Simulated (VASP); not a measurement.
# Ti (I4/mmm) in VASP: notebook

Runs on Ti. Level: PBEsol. Tasks: single point.

All numbers are computed with VASP 6.6.1; they aren't measurements. Logs are shortened: lines on timing, memory, paths and dates and some standing lists are left out, and cuts for length are marked.

### Step 1. The cell of the first run

The structure is tetragonal, space group I4/mmm (No. 139). The conventional cell has a = 2.957 Å, b = 2.957 Å, c = 4.060 Å, α = 90.00°, β = 90.00°, γ = 90.00°. Ti (site symmetry 4/mmm) has 12 Ti at 2.91 to 2.96 Å within 3.8 Å.

### Step 2. Single point, PBEsol (strain +0.030 along x and y, +0.000 along z)

File INCAR:

```
SYSTEM = Ti
ALGO     = Normal         ! electronic algorithm
EDIFF    = 1E-6           ! SCF threshold, eV
ENCUT    = 520            ! plane-wave cutoff, eV
GGA      = PS             ! functional
ISIF     = 2              ! what is computed and relaxed
ISMEAR   = 0              ! smearing method
LASPH    = .True.         ! aspherical terms in the spheres
LCHARG   = .False.        ! write CHGCAR
LREAL    = .False.        ! projectors in reciprocal space
LWAVE    = .False.        ! write WAVECAR
NBANDS   = 12             ! bands
NELM     = 100            ! most SCF steps
PREC     = Accurate       ! precision mode
SIGMA    = 0.15           ! smearing width, eV
```

File KPOINTS:

```
k-points
0
Gamma
  20 20 20
  0 0 0
```

File POSCAR:

```
Ti
1.0
    0.0000000000      2.0909000000      2.0300000000
    2.0909000000      0.0000000000      2.0300000000
    2.0909000000      2.0909000000      0.0000000000
Ti
1
Direct
    0.0000000000      0.0000000000      0.0000000000
```

Potentials or basis: VASP PAW PBE potentials, release 64 (Ti_sv).

Launch:

```
$ cat potpaw_PBE.64/Ti_sv/POTCAR > POTCAR
$ mpirun -np 1 vasp_std > vasp.out
```

OUTCAR:

```text
SYSTEM = Ti
   EDIFF = 1E-6
   ENCUT = 520
   GGA = PS
   ISIF = 2
   ISMEAR = 0
   LASPH = .True.
   LREAL = .False.
   NELM = 100
   PREC = Accurate

 ion  position               nearest neighbor table
   1  0.000  0.000  0.000-

  LATTYP: Found a body centered tetragonal cell.
 ALAT       =     2.9569791376
 C/A-ratio  =     1.3730228761

  Lattice vectors:

 A1 = (   0.0000000000,  -2.0909000000,  -2.0300000000)
 A2 = (   0.0000000000,   2.0909000000,  -2.0300000000)
 A3 = (   2.0909000000,   0.0000000000,   2.0300000000)

Analysis of symmetry for initial positions (statically):
=====================================================================
 Subroutine PRICEL returns:
 Original cell was already a primitive cell.

 Routine SETGRP: Setting up the symmetry group for a
 body centered tetragonal supercell.

 Subroutine GETGRP returns: Found 16 space group operations
 (whereof 16 operations were pure point group operations)
 out of a pool of 16 trial point group operations.

The static configuration has the point symmetry D_4h.

Analysis of symmetry for dynamics (positions and initial velocities):
=====================================================================
 Subroutine PRICEL returns:
 Original cell was already a primitive cell.

 Routine SETGRP: Setting up the symmetry group for a
 body centered tetragonal supercell.

 Subroutine GETGRP returns: Found 16 space group operations
 (whereof 16 operations were pure point group operations)
 out of a pool of 16 trial point group operations.

The dynamic configuration has the point symmetry D_4h.

 Subroutine INISYM returns: Found 16 space group operations
 (whereof 16 operations are pure point group operations),
 and found     1 'primitive' translations

----------------------------------------------------------------------------------------

                                     Primitive cell

  volume of cell :      17.7498

  direct lattice vectors                    reciprocal lattice vectors
     0.000000000  2.090900000  2.030000000    -0.239131474  0.239131474  0.246305419
     2.090900000  0.000000000  2.030000000     0.239131474 -0.239131474  0.246305419
     2.090900000  2.090900000  0.000000000     0.239131474  0.239131474 -0.246305419

  length of vectors
     2.914234515  2.914234515  2.956979138     0.418370749  0.418370749  0.418370749

  position of ions in fractional coordinates (direct lattice)
     0.000000000  0.000000000  0.000000000
[... 77 lines left out ...]
   LREAL  =      F    real-space projection
   EDIFFG = 0.1E-04   stopping-criterion for IOM
   NSW    =      0    number of steps for IOM
   IBRION =     -1    ionic relax: 0-MD 1-quasi-New 2-CG
   NFREE  =      0    steps in history (QN), initial steepest desc. (CG)
   ISIF   =      2    stress and relaxation
   ISYM   =      2    0-nonsym 1-usesym 2-fastsym
   POTIM  = 0.5000    time-step for ionic-motion
   TEBEG  =    0.0;   TEEND  =   0.0 temperature during run
   PSTRESS=    0.0 pullay stress
   NELECT =      12.0000    total number of electrons
   NUPDOWN=      -1.0000    fix difference up-down
   EMIN   =  10.00;   EMAX   =-10.00  energy-range for DOS
   EFERMI =   0.00;   METHOD = LEGACY
   ISMEAR =     0;   SIGMA  =   0.15  broadening in eV -4-tet -1-fermi 0-gaus
   EFERMI_NEDOS =   21; number of points for ismear=-14 and -15
   IALGO  =     38    algorithm
   IMIX   =      4    mixing-type and parameters
     AMIX     =   0.40;   BMIX     =  1.00
     AMIX_MAG =   1.60;   BMIX_MAG =  1.00
  volume/ion in A,a.u.               =      17.75       119.78
  Fermi-wavevector in a.u.,A,eV,Ry     =   1.436827  2.715209 28.088833  2.064471
  Thomas-Fermi vector in A             =   2.555972
   LORBIT       =      0    0 simple, 1 ext, 2 COOP (PROOUT), +10 PAW based schemes
   GGA     = PS    functional components
   LHFCALC =     F    Hartree Fock is set to
   AEXX    =    0.0000 exact exchange contribution
   IVDW    =     0    specifies the selected vdW correction
   LEPSILON=     F    determine dielectric tensor
   LRPA    =     F    only Hartree local field effects (RPA)
 non-spin polarized calculation
 Gauss-broadening in eV      SIGMA  =   0.15
  energy-cutoff  :      520.00
  volume of cell :       17.75
 maximum number of plane-waves:       507
 NGX is ok and might be reduce to    24
   NGX = 11   NGY = 11   NGZ = 11

 number of electron      11.9999997 magnetization

 Free energy of the ion-electron system (eV)
  ---------------------------------------------------
  ext. energy  EPLUGINS =         0.00000000
  ---------------------------------------------------
  free energy    TOTEN  =        -8.26856704 eV

  energy without entropy =       -8.24811297  energy(sigma->0) =       -8.25834001

 E-fermi :   7.8644     XC(G=0): -11.5328

 val. band max:        7.8623147199   @ k =   0.2500  -0.0000   0.1000
 cond. band min:       7.8654222109   @ k =   0.4500   0.1000   0.0500
 fundamental gap:      0.0031074911
 Fermi energy:         7.8643841631

 k-point     1 :       0.0000    0.0000    0.0000
  band No.  band energies     occupation
      1     -48.6514      2.00000
      2     -24.6306      2.00000
      3     -24.6306      2.00000
      4     -24.6258      2.00000
      5       1.8220      2.00000
      6       8.6579      0.00000
      7       8.6579      0.00000
      8       8.8799      0.00000
      9      10.1700      0.00000
     10      10.4249      0.00000
     11      23.0290      0.00000
     12      27.1190      0.00000
[... 331 lines left out ...]
 k-point    24 :      -0.3500    0.0500    0.0000
  band No.  band energies     occupation
      1     -48.5554      2.00000
      2     -25.1524      2.00000
      3     -24.7054      2.00000
      4     -24.7028      2.00000
      5       4.8920      2.00000
      6       7.8880      0.82394
      7       8.6738      0.00000
      8       8.8284      0.00000
      9      10.8388      0.00000
     10      11.1617      0.00000
     11      17.6124      0.00000
     12      22.8320      0.00000

 [... further k-points ...]
[... 5 lines left out ...]
  --------------------------------------------------------------------------------------
  -------------------------------------------------------------------------------------
  Total       -0.7612733     -0.7612733     -0.6502141      0.0000000      0.0000000     -0.0000000
  in kB      -68.7161172    -68.7161172    -58.6913934      0.0000000      0.0000000     -0.0000000
  external PRESSURE =     -65.3745426 kB  Pullay stress =       0.0000000 kB

 VOLUME and BASIS-vectors are now :
 -----------------------------------------------------------------------------
  energy-cutoff  :      520.00
  volume of cell :       17.75
      direct lattice vectors                 reciprocal lattice vectors
     0.000000000  2.090900000  2.030000000    -0.239131474  0.239131474  0.246305419
     2.090900000  0.000000000  2.030000000     0.239131474 -0.239131474  0.246305419
     2.090900000  2.090900000  0.000000000     0.239131474  0.239131474 -0.246305419

 POSITION                                       TOTAL-FORCE (eV/Angst)
 -----------------------------------------------------------------------------------
      0.00000      0.00000      0.00000         0.000000      0.000000      0.000000
 -----------------------------------------------------------------------------------
    total drift:                                0.000000      0.000000      0.000000

  FREE ENERGIE OF THE ION-ELECTRON SYSTEM (eV)
  ---------------------------------------------------
  free  energy   TOTEN  =        -8.2685670363 eV

  energy  without entropy=       -8.2481129745  energy(sigma->0) =       -8.25834001
```

Wall time 49 s (1 thread of Intel Xeon Platinum 8559C (Emerald Rapids), shared host); peak memory 0.25 GiB.

Results:

```
Free energy            : -8.2686 eV
Pressure               : -6.5 GPa
Band gap on the k mesh : zero (band 6 reaches 8.70 eV, above the bottom of band 7 at 7.46 eV)
```

Caveat: the cell differs from its parent crystal (strain +0.030 along x and y, +0.000 along z); the PAW data sets were made with another functional, which shifts forces and pressure a little.

### Step 3. Single point, PBEsol (strain +0.015 along x and y, +0.030 along z)

File INCAR:

```
SYSTEM = Ti
PREC = Accurate ; ENCUT = 520
EDIFF = 1E-6 ; ISMEAR = 0
SIGMA = 0.15 ; LREAL = .False.
LASPH = .True. ; NELM = 60
ALGO = Fast ; ISIF = 2
LWAVE = .False. ; LCHARG = .False.
GGA = PS ; NBANDS = 12
```

File KPOINTS:

```
regular mesh
0
Gamma
  20 20 20
  0 0 0
```

File POSCAR:

```
Ti
1.0
    0.0000000000      2.0604500000      2.0909000000
    2.0604500000      0.0000000000      2.0909000000
    2.0604500000      2.0604500000      0.0000000000
Ti
1
Direct
    0.0000000000      0.0000000000      0.0000000000
```

Potentials or basis: VASP PAW PBE potentials, release 64 (Ti_sv).

Launch:

```
$ cat potpaw_PBE.64/Ti_sv/POTCAR > POTCAR
$ mpirun -np 1 vasp_std > vasp.out
```

Run time: 92 s. Hardware: 1 thread of Intel Xeon Platinum 8559C (Emerald Rapids), shared host; peak memory 0.25 GiB.

It converged, with:

```yaml
Free_energy: -8.2692 eV
Pressure: -6.5 GPa
Band_gap_on_the_k_mesh: zero (band 6 reaches 8.68 eV, above the bottom of band 7 at 7.45 eV)
```

Stress tensor (GPa, compression positive):
```
-6.37  0.00  0.00
 0.00 -6.37  0.00
 0.00  0.00 -6.89
```

Levels at points of the mesh, in eV from the Fermi level:
```
           k point  band 4  band 5  band 6  band 7  band 8  band 9
(0.00, 0.00, 0.00)  -32.49   -6.04    0.79    0.90    0.90    2.37
(0.50, 0.00, 0.00)  -32.57   -2.55    0.59    0.68    0.81    3.46
(0.50, 0.50, 0.00)  -32.71   -2.52   -1.63    2.57    3.48    3.76
(0.50, 0.00, 0.50)  -32.71   -2.50   -1.66    2.83    3.47    3.72
```

Caveat: the cell differs from its parent crystal (strain +0.015 along x and y, +0.030 along z); the PAW data sets were made with another functional, which shifts forces and pressure a little.

[end of part 1 of 2]
